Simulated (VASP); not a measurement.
# PbS (Cmcm) in VASP: notebook, part 2 of 2

VASP 6.6.1. The steps go on from the part before.

**3. Single point, PBEsol, non-collinear spin, zero start, spin-orbit coupling**

Contents of INCAR:

```
PREC = Accurate ; ENCUT = 500
EDIFF = 1E-6 ; ISMEAR = 0
SIGMA = 0.01 ; LREAL = False
LASPH = True ; NELM = 200
ALGO = Normal ; ISIF = 2
LWAVE = False ; LCHARG = False
MAGMOM = 0 0 0 0 0 0 0 0 0 0 0 0 ; LORBIT = 11
LSORBIT = True ; GGA_COMPAT = False
LORBMOM = True ; GGA = PS
NBANDS = 54
```

Contents of KPOINTS:

```
Automatic mesh
0
Gamma
  4 4 4
```

Contents of POSCAR:

```
PbS
1.0
    2.0799525000     -5.9912970000      0.0000000000
    2.0799525000      5.9912970000      0.0000000000
    0.0000000000      0.0000000000      4.2793210000
Pb S
2 2
Direct
    0.8694370000      0.1305630000      0.7500000000
    0.1305630000      0.8694370000      0.2500000000
    0.6452030000      0.3547970000      0.7500000000
    0.3547970000      0.6452030000      0.2500000000
```

Potentials or basis: VASP PAW PBE potentials, release 64 (Pb_d, S).

The run is started by

```console
$ cat potpaw_PBE.64/Pb_d/POTCAR potpaw_PBE.64/S/POTCAR > POTCAR
$ mpirun -np 1 vasp_ncl > vasp.out
```

OUTCAR:

```text
PREC = Accurate
   ENCUT = 500
   EDIFF = 1E-6
   ISMEAR = 0
   LREAL = False
   LASPH = True
   NELM = 200
   ISIF = 2
   LORBIT = 11
   LSORBIT = True
   GGA = PS

 ion  position               nearest neighbor table
   1  0.869  0.131  0.750-   3 2.69   4 2.99   4 2.99   4 2.99   4 2.99   2 3.79   2 3.79   2 4.13
                             2 4.13   2 4.13   2 4.13
   2  0.131  0.869  0.250-   4 2.69   3 2.99   3 2.99   3 2.99   3 2.99   1 3.79   1 3.79   1 4.13
                             1 4.13   1 4.13   1 4.13
   3  0.645  0.355  0.750-   1 2.69   2 2.99   2 2.99   2 2.99   2 2.99
   4  0.355  0.645  0.250-   2 2.69   1 2.99   1 2.99   1 2.99   1 2.99

  LATTYP: Found a base centered orthorhombic cell.
 ALAT       =     4.1599050000
 B/A-ratio  =     2.8804970306
 C/A-ratio  =     1.0287064248

  Lattice vectors:

 A1 = (   2.0799525000,  -5.9912970000,   0.0000000000)
 A2 = (   2.0799525000,   5.9912970000,   0.0000000000)
 A3 = (   0.0000000000,   0.0000000000,   4.2793210000)

Analysis of symmetry for initial positions (statically):
=====================================================================
 Subroutine PRICEL returns:
 Original cell was already a primitive cell.

 Routine SETGRP: Setting up the symmetry group for a
 base centered orthorhombic supercell.

 Subroutine GETGRP returns: Found  8 space group operations
 (whereof  4 operations were pure point group operations)
 out of a pool of  8 trial point group operations.

The static configuration has the point symmetry C_2h.
 The point group associated with its full space group is D_2h.

Analysis of symmetry for dynamics (positions and initial velocities):
=====================================================================
 Subroutine PRICEL returns:
 Original cell was already a primitive cell.

 Routine SETGRP: Setting up the symmetry group for a
 base centered orthorhombic supercell.

 Subroutine GETGRP returns: Found  8 space group operations
 (whereof  4 operations were pure point group operations)
 out of a pool of  8 trial point group operations.

The dynamic configuration has the point symmetry C_2h.
 The point group associated with its full space group is D_2h.

Analysis of structural, dynamic, and magnetic symmetry:
=====================================================================
 Subroutine PRICEL returns:
 Original cell was already a primitive cell.

 Routine SETGRP: Setting up the symmetry group for a
 base centered orthorhombic supercell.

 Subroutine GETGRP returns: Found  8 space group operations
 (whereof  4 operations were pure point group operations)
 out of a pool of  8 trial point group operations.

The overall configuration has the point symmetry C_2h.
 The point group associated with its full space group is D_2h.

 Subroutine INISYM returns: Found  8 space group operations
 (whereof  4 operations are pure point group operations),
 and found     1 'primitive' translations

----------------------------------------------------------------------------------------
[... 1313 lines left out ...]
  -------------------------------------------------------------------------------------
  Total       -1.3660948     -1.3962566     -1.5391109      0.0000000      0.0000000      0.0000000
  in kB      -20.5216501    -20.9747449    -23.1207208      0.0000000      0.0000000      0.0000000
  external PRESSURE =     -21.5390386 kB  Pullay stress =       0.0000000 kB

 VOLUME and BASIS-vectors are now :
 -----------------------------------------------------------------------------
  energy-cutoff  :      500.00
  volume of cell :      106.65
      direct lattice vectors                 reciprocal lattice vectors
     2.079952500 -5.991297000  0.000000000     0.240390105 -0.083454384  0.000000000
     2.079952500  5.991297000  0.000000000     0.240390105  0.083454384  0.000000000
     0.000000000  0.000000000  4.279321000     0.000000000  0.000000000  0.233681932

 POSITION                                       TOTAL-FORCE (eV/Angst)
 -----------------------------------------------------------------------------------
      2.07995     -4.42681      3.20949         0.000000      0.084254     -0.000000
      2.07995      4.42681      1.06983         0.000000     -0.084254     -0.000000
      2.07995     -1.73991      3.20949         0.000000     -0.068594      0.000000
      2.07995      1.73991      1.06983         0.000000      0.068594      0.000000
 -----------------------------------------------------------------------------------
    total drift:                               -0.000000     -0.000000      0.000000

  FREE ENERGIE OF THE ION-ELECTRON SYSTEM (eV)
  ---------------------------------------------------
  free  energy   TOTEN  =       -19.5529958221 eV

  energy  without entropy=      -19.5529958221  energy(sigma->0) =      -19.55299582

 orbital moment (x)

 # of ion     p       d       tot
 ----------------------------------------
  1         0.000   0.000   0.000
  2         0.000   0.000   0.000
  3         0.000   0.000   0.000
  4         0.000   0.000   0.000
 ----------------------------------------
            0.000   0.000   0.000

 orbital moment (y)

 # of ion     p       d       tot
 ----------------------------------------
  1         0.000   0.000   0.000
  2         0.000   0.000   0.000
  3         0.000   0.000   0.000
  4         0.000   0.000   0.000
 ----------------------------------------
            0.000   0.000   0.000

 orbital moment (z)

 # of ion     p       d       tot
 ----------------------------------------
  1         0.000   0.000   0.000
  2         0.000   0.000   0.000
  3         0.000   0.000   0.000
  4         0.000   0.000   0.000
 ----------------------------------------
            0.000   0.000   0.000

 Spin-Orbit-Coupling matrix elements

 Ion:    1  E_soc:     -0.8241412
 l=   1
     0.0000000    -0.0733209    -0.0730962
    -0.0733209     0.0000000    -0.0647105
    -0.0730962    -0.0647105     0.0000000
 l=   2
     0.0000000    -0.0134819     0.0000000    -0.0133283    -0.0536459
    -0.0134819     0.0000000    -0.0403253    -0.0133408    -0.0133495
     0.0000000    -0.0403253     0.0000000    -0.0400971     0.0000000
    -0.0133283    -0.0133408    -0.0400971     0.0000000    -0.0133741
    -0.0536459    -0.0133495     0.0000000    -0.0133741     0.0000000
 l=   3
     0.0000000     0.0000000     0.0000000     0.0000000     0.0000000     0.0000000     0.0000000
     0.0000000     0.0000000     0.0000000     0.0000000     0.0000000     0.0000000     0.0000000
     0.0000000     0.0000000     0.0000000     0.0000000     0.0000000     0.0000000     0.0000000
     0.0000000     0.0000000     0.0000000     0.0000000     0.0000000     0.0000000     0.0000000
[... 49 lines left out ...]
 l=   2
     0.0000000     0.0000000     0.0000000     0.0000000     0.0000000
     0.0000000     0.0000000     0.0000000     0.0000000     0.0000000
     0.0000000     0.0000000     0.0000000     0.0000000     0.0000000
     0.0000000     0.0000000     0.0000000     0.0000000     0.0000000
     0.0000000     0.0000000     0.0000000     0.0000000     0.0000000
 l=   3
     0.0000000     0.0000000     0.0000000     0.0000000     0.0000000     0.0000000     0.0000000
     0.0000000     0.0000000     0.0000000     0.0000000     0.0000000     0.0000000     0.0000000
     0.0000000     0.0000000     0.0000000     0.0000000     0.0000000     0.0000000     0.0000000
     0.0000000     0.0000000     0.0000000     0.0000000     0.0000000     0.0000000     0.0000000
     0.0000000     0.0000000     0.0000000     0.0000000     0.0000000     0.0000000     0.0000000
     0.0000000     0.0000000     0.0000000     0.0000000     0.0000000     0.0000000     0.0000000
     0.0000000     0.0000000     0.0000000     0.0000000     0.0000000     0.0000000     0.0000000

 total charge

# of ion       s       p       d       tot
------------------------------------------
    1        1.436   0.572   9.843  11.851
    2        1.436   0.572   9.843  11.851
    3        1.349   2.300   0.000   3.649
    4        1.349   2.300   0.000   3.649
--------------------------------------------------
tot          5.569   5.743  19.686  30.998

 magnetization (x)

# of ion       s       p       d       tot
------------------------------------------
    1        0.000   0.000   0.000   0.000
    2        0.000   0.000   0.000   0.000
    3        0.000   0.000   0.000   0.000
    4        0.000   0.000   0.000   0.000
--------------------------------------------------
tot          0.000   0.000   0.000   0.000

 magnetization (y)

# of ion       s       p       d       tot
------------------------------------------
    1        0.000   0.000   0.000   0.000
    2        0.000   0.000   0.000   0.000
    3        0.000   0.000   0.000   0.000
    4        0.000   0.000   0.000   0.000
--------------------------------------------------
tot          0.000   0.000   0.000   0.000

 magnetization (z)

# of ion       s       p       d       tot
------------------------------------------
    1        0.000   0.000   0.000   0.000
    2        0.000   0.000   0.000   0.000
    3        0.000   0.000   0.000   0.000
    4        0.000   0.000   0.000   0.000
--------------------------------------------------
tot          0.000   0.000   0.000   0.000
```

stdout:

```text
POSCAR found type information on POSCAR PbS
 POSCAR found :  2 types and       4 ions
 scaLAPACK will be used
 -----------------------------------------------------------------------------
|                                                                             |
|                                                                             |
|     You enforced a specific xc type in the INCAR file but a different       |
|     I HOPE YOU KNOW WHAT YOU ARE DOING!                                     |
|                                                                             |
 -----------------------------------------------------------------------------

 LDA part: xc-table for (Slater+PW92), standard interpolation
 POSCAR, INCAR and KPOINTS ok, starting setup
 FFT: planning ... GRIDC
 FFT: planning ... GRID_SOFT
 FFT: planning ... GRID
 WAVECAR not read
 entering main loop
```

It took 5.3 min on 1 thread of Intel Xeon Platinum 8375C at 2.90GHz (Ice Lake), shared host; peak memory 0.61 GiB.

Results:

```
Free energy                                           : -19.5530 eV
Pressure                                              : -2.2 GPa
Largest force                                         : 0.084 eV/Å
Net moment                                            : 0.00 μB per cell
Valence electrons inside the program's atomic spheres : Pb 11.85; S 3.65
```

Forces on the atoms (eV/Å):
```
Pb   0.000  0.084  0.000
Pb   0.000 -0.084  0.000
S    0.000 -0.069  0.000
S    0.000  0.069  0.000
```

Moments on the atoms (μB; x, y, z):
```
Pb  0.00 0.00 0.00
Pb  0.00 0.00 0.00
S   0.00 0.00 0.00
S   0.00 0.00 0.00
```

Caveat: the k points lie up to 0.40 Å⁻¹ apart; the PAW data sets were made with another functional, which shifts forces and pressure a little.
